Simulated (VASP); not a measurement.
# SiC (P6_3mc) in VASP: notebook, part 2 of 2

VASP 6.6.1. The steps go on from the part before.

## Step 3: Single point, HF

This run uses another cell than the first one, of 10.41 Å³/atom.

POSCAR

```
SiC
1.0
    3.0838762357      0.0000000000      0.0000000000
   -1.5419381178      2.6707151622      0.0000000000
    0.0000000000      0.0000000000      5.0546690840
Si C
2 2
Direct
    0.6666666667      0.3333333333      0.5043327544
    0.3333333333      0.6666666667      0.0043327544
    0.6666666667      0.3333333333      0.8806672456
    0.3333333333      0.6666666667      0.3806672456
```

INCAR.step1

```
SYSTEM = SiC
ALGO     = Normal         ! electronic algorithm
EDIFF    = 1E-5           ! SCF threshold, eV
ENCUT    = 520            ! plane-wave cutoff, eV
GGA      = PE             ! functional
ISIF     = 2              ! what is computed and relaxed
ISMEAR   = -1             ! smearing method
LASPH    = .True.         ! aspherical terms in the spheres
LCHARG   = .False.        ! write CHGCAR
LREAL    = .False.        ! projectors in reciprocal space
LWAVE    = .True.         ! write WAVECAR
NBANDS   = 16             ! bands
NELM     = 100            ! most SCF steps
PREC     = Accurate       ! precision mode
SIGMA    = 0.05           ! smearing width, eV
```

INCAR.step2

```
SYSTEM = SiC
AEXX     = 1.0            ! exact-exchange fraction
AGGAC    = 0.0          
ALDAC    = 0.0          
ALGO     = Normal         ! electronic algorithm
EDIFF    = 1E-6           ! SCF threshold, eV
ENCUT    = 520            ! plane-wave cutoff, eV
GGA      = PE             ! functional
ISIF     = 2              ! what is computed and relaxed
ISMEAR   = -1             ! smearing method
ISTART   = 1            
LASPH    = .True.         ! aspherical terms in the spheres
LCHARG   = .False.        ! write CHGCAR
LHFCALC  = .True.         ! exact exchange
LREAL    = .False.        ! projectors in reciprocal space
LWAVE    = .False.        ! write WAVECAR
NBANDS   = 16             ! bands
NELM     = 100            ! most SCF steps
PREC     = Accurate       ! precision mode
PRECFOCK = Normal       
SIGMA    = 0.05           ! smearing width, eV
```

KPOINTS

```
k-points
0
Gamma
  5 5 3
  0 0 0
```

Potentials or basis: VASP PAW PBE potentials, release 64 (Si, C).

Launch:

```sh
> cat potpaw_PBE.64/Si/POTCAR potpaw_PBE.64/C/POTCAR > POTCAR
> cp INCAR.step1 INCAR
> mpirun -np 1 vasp_std > vasp.out
> cp INCAR.step2 INCAR
> mpirun -np 1 vasp_std > vasp.out
```

OUTCAR:

```text
SYSTEM = SiC
   AEXX = 1.0
   EDIFF = 1E-6
   ENCUT = 520
   GGA = PE
   ISIF = 2
   ISMEAR = -1
   ISTART = 1
   LASPH = .True.
   LHFCALC = .True.
   LREAL = .False.
   NELM = 100
   PREC = Accurate
   PRECFOCK = Normal

 ion  position               nearest neighbor table
   1  0.667  0.333  0.504-   4 1.89   4 1.89   4 1.89   3 1.90   2 3.09   2 3.09   2 3.09   2 3.09
                             2 3.09   2 3.09
[... 388 lines left out ...]
  Direction    XX          YY          ZZ          XY          YZ          ZX
  --------------------------------------------------------------------------------------
  -------------------------------------------------------------------------------------
  Total       -0.3635340     -0.3635340     -0.3071842     -0.0000000      0.0000000     -0.0000000
  in kB      -13.9906662    -13.9906662    -11.8220335     -0.0000000      0.0000000     -0.0000000
  external PRESSURE =     -13.2677886 kB  Pullay stress =       0.0000000 kB

 VOLUME and BASIS-vectors are now :
 -----------------------------------------------------------------------------
  energy-cutoff  :      520.00
  volume of cell :       41.63
      direct lattice vectors                 reciprocal lattice vectors
     3.083876236  0.000000000  0.000000000     0.324267229  0.187215772  0.000000000
    -1.541938118  2.670715162  0.000000000     0.000000000  0.374431543  0.000000000
     0.000000000  0.000000000  5.054669084     0.000000000  0.000000000  0.197836888

 POSITION                                       TOTAL-FORCE (eV/Angst)
 -----------------------------------------------------------------------------------
      1.54194      0.89024      2.54924         0.000000     -0.000000      0.004133
     -0.00000      1.78048      0.02190         0.000000      0.000000      0.004133
      1.54194      0.89024      4.45148        -0.000000     -0.000000     -0.004133
     -0.00000      1.78048      1.92415        -0.000000     -0.000000     -0.004133
 -----------------------------------------------------------------------------------
    total drift:                               -0.000000     -0.000000     -0.000390

  FREE ENERGIE OF THE ION-ELECTRON SYSTEM (eV)
  ---------------------------------------------------
  free  energy   TOTEN  =       -51.4555594441 eV

  energy  without entropy=      -51.4555594441  energy(sigma->0) =      -51.45555944
```

OUTCAR.step1:

```text
SYSTEM = SiC
   EDIFF = 1E-5
   ENCUT = 520
   GGA = PE
   ISIF = 2
   ISMEAR = -1
   LASPH = .True.
[... 406 lines left out ...]
     -0.00000      1.78048      0.02190         0.000000      0.000000      0.019390
      1.54194      0.89024      4.45148         0.000000      0.000000     -0.019390
     -0.00000      1.78048      1.92415        -0.000000     -0.000000     -0.019390
 -----------------------------------------------------------------------------------
    total drift:                               -0.000000     -0.000000      0.000030

  FREE ENERGIE OF THE ION-ELECTRON SYSTEM (eV)
  ---------------------------------------------------
  free  energy   TOTEN  =       -30.0654934378 eV

  energy  without entropy=      -30.0654934378  energy(sigma->0) =      -30.06549344
```

OSZICAR.step1:

```text
N       E                     dE             d eps       ncg     rms          rms(c)
DAV:   1     0.267724364622E+02    0.26772E+02   -0.72163E+03   320   0.893E+02
DAV:   2    -0.311742762825E+02   -0.57947E+02   -0.53176E+02   456   0.156E+02
DAV:   3    -0.337641597092E+02   -0.25899E+01   -0.25820E+01   424   0.313E+01
DAV:   4    -0.337838455046E+02   -0.19686E-01   -0.19684E-01   384   0.334E+00
DAV:   5    -0.337840417596E+02   -0.19625E-03   -0.19625E-03   416   0.315E-01    0.124E+01
DAV:   6    -0.301532710988E+02    0.36308E+01   -0.65618E+00   400   0.156E+01    0.560E+00
DAV:   7    -0.300830641142E+02    0.70207E-01   -0.11203E+00   448   0.613E+00    0.247E+00
DAV:   8    -0.300666293941E+02    0.16435E-01   -0.46693E-02   368   0.138E+00    0.631E-01
DAV:   9    -0.300651388407E+02    0.14906E-02   -0.76651E-03   432   0.593E-01    0.124E-01
DAV:  10    -0.300654658765E+02   -0.32704E-03   -0.10400E-03   384   0.186E-01    0.578E-02
DAV:  11    -0.300654923217E+02   -0.26445E-04   -0.98943E-05   376   0.703E-02    0.139E-02
DAV:  12    -0.300654934378E+02   -0.11161E-05   -0.64967E-06   264   0.165E-02
   1 F= -.30065493E+02 E0= -.30065493E+02  d E =-.397574E-10
```

It took 4.3 min on 1 thread of Intel Xeon 6975P-C (Granite Rapids), shared host; peak memory 0.16 GiB.

What came out:

| Item | Value |
| --- | --- |
| Free energy | -51.4556 eV |
| Pressure | -1.3 GPa |
| Largest force | 0.004 eV/Å |
| Band gap on the k mesh | 10.49 eV (least direct gap 12.24 eV) |

Forces in eV/Å, atoms in the order of the input:
```
Si   0.000  0.000  0.004
Si   0.000  0.000  0.004
C    0.000  0.000 -0.004
C    0.000  0.000 -0.004
```

Caveat: the k points lie up to 0.47 Å⁻¹ apart; the PAW data sets were made with another functional, which shifts forces and pressure a little. A k mesh can miss the band edges.
